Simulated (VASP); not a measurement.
# H2 in VASP: further runs

The runs below take H2 through single point, with PBE+D4.

Program: VASP 6.6.1. These are calculated values, not measurements. Logs are shortened: lines on timing, memory, paths and dates and some standing lists are left out, and cuts for length are marked.

### 1 The cell of the first run

The cell holds a molecule in a box, 2 atoms: a = 10.000 Å, b = 10.000 Å, c = 10.000 Å, α = 90.00°, β = 90.00°, γ = 90.00°.

### 2 Single point, PBE+D4

Input file INCAR:

```
SYSTEM = H
ALGO = Normal ; EDIFF = 1E-6
ENCUT = 400 ; GGA = PE
GGA_COMPAT = .False. ; ISIF = 2
ISMEAR = 0 ; IVDW = 13
LASPH = .True. ; LCHARG = .True.
LELF = .True. ; LREAL = .False.
LVHAR = .True. ; LWAVE = .False.
NBANDS = 8 ; NELM = 120
NELMDL = -8 ; PREC = Accurate
SIGMA = 0.02
```

Input file KPOINTS:

```
k-points
0
Gamma
  1 1 1
  0 0 0
```

Input file POSCAR:

```
H
1.0
   10.0000000000      0.0000000000      0.0000000000
    0.0000000000     10.0000000000      0.0000000000
    0.0000000000      0.0000000000     10.0000000000
H
2
Direct
    0.5000000000      0.5000000000      0.4690000000
    0.5000000000      0.5000000000      0.5310000000
```

Potentials or basis: VASP PAW PBE potentials, release 64 (H).

The run is started by

```console
cat potpaw_PBE.64/H/POTCAR > POTCAR
mpirun -np 1 vasp_gam > vasp.out
```

OUTCAR:

```text
SYSTEM = H
   EDIFF = 1E-6
   ENCUT = 400
   GGA = PE
   ISIF = 2
   ISMEAR = 0
   IVDW = 13
   LASPH = .True.
   LREAL = .False.
   NELM = 120
   NELMDL = -8
   PREC = Accurate

 ion  position               nearest neighbor table
   1  0.500  0.500  0.469-   2 0.62
   2  0.500  0.500  0.531-   1 0.62

  LATTYP: Found a simple cubic cell.
 ALAT       =    10.0000000000

  Lattice vectors:

 A1 = (  10.0000000000,   0.0000000000,   0.0000000000)
 A2 = (   0.0000000000,  10.0000000000,   0.0000000000)
 A3 = (   0.0000000000,   0.0000000000,  10.0000000000)

Analysis of symmetry for initial positions (statically):
=====================================================================
 Subroutine PRICEL returns:
 Original cell was already a primitive cell.

 Routine SETGRP: Setting up the symmetry group for a
 simple cubic supercell.

 Subroutine GETGRP returns: Found 16 space group operations
 (whereof 16 operations were pure point group operations)
 out of a pool of 48 trial point group operations.

The static configuration has the point symmetry D_4h.

Analysis of symmetry for dynamics (positions and initial velocities):
=====================================================================
 Subroutine PRICEL returns:
 Original cell was already a primitive cell.

 Routine SETGRP: Setting up the symmetry group for a
 simple cubic supercell.

 Subroutine GETGRP returns: Found 16 space group operations
 (whereof 16 operations were pure point group operations)
 out of a pool of 48 trial point group operations.

The dynamic configuration has the point symmetry D_4h.

 Subroutine INISYM returns: Found 16 space group operations
 (whereof 16 operations are pure point group operations),
 and found     1 'primitive' translations

----------------------------------------------------------------------------------------

                                     Primitive cell

  volume of cell :    1000.0000

  direct lattice vectors                    reciprocal lattice vectors
    10.000000000  0.000000000  0.000000000     0.100000000  0.000000000  0.000000000
     0.000000000 10.000000000  0.000000000     0.000000000  0.100000000  0.000000000
     0.000000000  0.000000000 10.000000000     0.000000000  0.000000000  0.100000000

  length of vectors
    10.000000000 10.000000000 10.000000000     0.100000000  0.100000000  0.100000000

  position of ions in fractional coordinates (direct lattice)
     0.500000000  0.500000000  0.469000000
     0.500000000  0.500000000  0.531000000

  ion indices of the primitive-cell ions
   primitive index   ion index
                 1           1
                 2           2

----------------------------------------------------------------------------------------

 KPOINTS: k-points

Automatic generation of k-mesh.
 Grid dimensions read from file:
 generate k-points for:    1    1    1

 Generating k-lattice:

  Cartesian coordinates                     Fractional coordinates (reciprocal lattice)
     0.100000000  0.000000000  0.000000000     1.000000000  0.000000000  0.000000000
     0.000000000  0.100000000  0.000000000     0.000000000  1.000000000  0.000000000
     0.000000000  0.000000000  0.100000000     0.000000000  0.000000000  1.000000000

  Length of vectors
     0.100000000  0.100000000  0.100000000

  Shift w.r.t. Gamma in fractional coordinates (k-lattice)
     0.000000000  0.000000000  0.000000000

 Subroutine IBZKPT returns following result:
 ===========================================

 Found      1 irreducible k-points:

 Following reciprocal coordinates:
            Coordinates               Weight
  0.000000  0.000000  0.000000      1.000000
   k-points           NKPTS =      1   k-points in BZ     NKDIM =      1   number of bands    NBANDS=      8
   number of dos      NEDOS =    301   number of ions     NIONS =      2
   total plane-waves  NPLWV = 343000
   dimension x,y,z NGX =    70 NGY =   70 NGZ =   70
   dimension x,y,z NGXF=   140 NGYF=  140 NGZF=  140
   ions per type =               2
   NGX,Y,Z   is equivalent  to a cutoff of  11.64, 11.64, 11.64 a.u.
   NGXF,Y,Z  is equivalent  to a cutoff of  23.27, 23.27, 23.27 a.u.
 SYSTEM =  H
   PREC   = accura    normal or accurate (medium, high low for compatibility)
   ISTART =      0    job   : 0-new  1-cont  2-samecut
   ICHARG =      2    charge: 1-file 2-atom 10-const
   ISPIN  =      1    spin polarized calculation?
   LNONCOLLINEAR =      F non collinear calculations
   LSORBIT =      F    spin-orbit coupling
   LASPH  =      T    aspherical Exc in radial PAW
   ENCUT  =  400.0 eV  29.40 Ry    5.42 a.u.  16.31 16.31 16.31*2*pi/ulx,y,z
   NELM   =    120;   NELMIN=  2; NELMDL= -8     # of ELM steps
   EDIFF  = 0.1E-05   stopping-criterion for ELM
   LREAL  =      F    real-space projection
   EDIFFG = 0.1E-04   stopping-criterion for IOM
   NSW    =      0    number of steps for IOM
   IBRION =     -1    ionic relax: 0-MD 1-quasi-New 2-CG
   NFREE  =      0    steps in history (QN), initial steepest desc. (CG)
   ISIF   =      2    stress and relaxation
   ISYM   =      2    0-nonsym 1-usesym 2-fastsym
   POTIM  = 0.5000    time-step for ionic-motion
   TEBEG  =    0.0;   TEEND  =   0.0 temperature during run
   PSTRESS=    0.0 pullay stress
   NELECT =       2.0000    total number of electrons
   NUPDOWN=      -1.0000    fix difference up-down
   EMIN   =  10.00;   EMAX   =-10.00  energy-range for DOS
   EFERMI =   0.00;   METHOD = LEGACY
   ISMEAR =     0;   SIGMA  =   0.02  broadening in eV -4-tet -1-fermi 0-gaus
   EFERMI_NEDOS =   21; number of points for ismear=-14 and -15
   IALGO  =     38    algorithm
   IMIX   =      4    mixing-type and parameters
     AMIX     =   0.40;   BMIX     =  1.00
     AMIX_MAG =   1.60;   BMIX_MAG =  1.00
  volume/ion in A,a.u.               =     500.00      3374.17
  Fermi-wavevector in a.u.,A,eV,Ry     =   0.206261  0.389778  0.578844  0.042544
  Thomas-Fermi vector in A             =   0.968418
   LORBIT       =      0    0 simple, 1 ext, 2 COOP (PROOUT), +10 PAW based schemes
   GGA     = PE    functional components
   LHFCALC =     F    Hartree Fock is set to
   AEXX    =    0.0000 exact exchange contribution
   IVDW    =    13    specifies the selected vdW correction
   LEPSILON=     F    determine dielectric tensor
   LRPA    =     F    only Hartree local field effects (RPA)
 non-spin polarized calculation
 Gauss-broadening in eV      SIGMA  =   0.02
  energy-cutoff  :      400.00
  volume of cell :     1000.00
 maximum number of plane-waves:      9019
 NGX is ok and might be reduce to    70
   NGX = 33   NGY = 33   NGZ = 33

 number of electron       2.0000003 magnetization

 Free energy of the ion-electron system (eV)
  ---------------------------------------------------
  ext. energy  EPLUGINS =         0.00000000
  ---------------------------------------------------
  free energy    TOTEN  =        -6.36386076 eV

  energy without entropy =       -6.36386076  energy(sigma->0) =       -6.36386076

 E-fermi : -10.8751     XC(G=0):  -0.3551

 val. band max:      -10.9880378689   @ k =   0.0000   0.0000   0.0000
 cond. band min:      -0.1603657208   @ k =   0.0000   0.0000   0.0000
 fundamental gap:     10.8276721481
 Fermi energy:       -10.8750575686

 k-point     1 :       0.0000    0.0000    0.0000
  band No.  band energies     occupation
      1     -10.9880      2.00000
      2      -0.1604      0.00000
      3       0.7215      0.00000
      4       1.0140      0.00000
      5       1.0140      0.00000
      6       1.3514      0.00000
      7       1.3838      0.00000
      8       1.3934      0.00000

------------------------ aborting loop because EDIFF is reached ----------------------------------------

  DFT-D4 for vdW energy calculation

  Edisp (eV):   -0.00204

  FORCE on cell =-STRESS in cart. coord.  units (eV):
  Direction    XX          YY          ZZ          XY          YZ          ZX
  --------------------------------------------------------------------------------------
  -------------------------------------------------------------------------------------
  Total      -0.14209    -0.14209     4.29553     0.00000     0.00000     0.00000
  in kB      -0.22766    -0.22766     6.88220     0.00000     0.00000     0.00000
  external pressure =        2.14 kB  Pullay stress =        0.00 kB

 VOLUME and BASIS-vectors are now :
 -----------------------------------------------------------------------------
  energy-cutoff  :      400.00
  volume of cell :     1000.00
      direct lattice vectors                 reciprocal lattice vectors
    10.000000000  0.000000000  0.000000000     0.100000000  0.000000000  0.000000000
     0.000000000 10.000000000  0.000000000     0.000000000  0.100000000  0.000000000
     0.000000000  0.000000000 10.000000000     0.000000000  0.000000000  0.100000000

 POSITION                                       TOTAL-FORCE (eV/Angst)
 -----------------------------------------------------------------------------------
      5.00000      5.00000      4.69000         0.000000      0.000000     -7.105851
      5.00000      5.00000      5.31000         0.000000      0.000000      7.105851
 -----------------------------------------------------------------------------------
    total drift:                                0.000000      0.000000     -0.000000

  FREE ENERGIE OF THE ION-ELECTRON SYSTEM (eV)
  ---------------------------------------------------
  free  energy   TOTEN  =        -6.3658995559 eV

  energy  without entropy=       -6.3658995559  energy(sigma->0) =       -6.36589956
```

Wall time 36 s (1 thread of AMD EPYC 7R43 (Zen 3), shared host); peak memory 0.57 GiB.

What came out:

```yaml
Free_energy: -6.3659 eV
Largest_force: 7.106 eV/Å
Gap_between_the_frontier_levels: 10.83 eV
Dispersion_energy_per_atom: -0.001 eV
```

Forces in eV/Å, atoms in the order of the input:
```
H    0.000  0.000 -7.106
H    0.000  0.000  7.106
```

Levels at points of the mesh, in eV from the valence-band top:
```csv
k point,band 1,band 2,band 3,band 4,band 5,band 6
"(0.00, 0.00, 0.00)",0.00,10.83,11.71,12.00,12.00,12.34
```

(Part 1 of 2 ends here.)
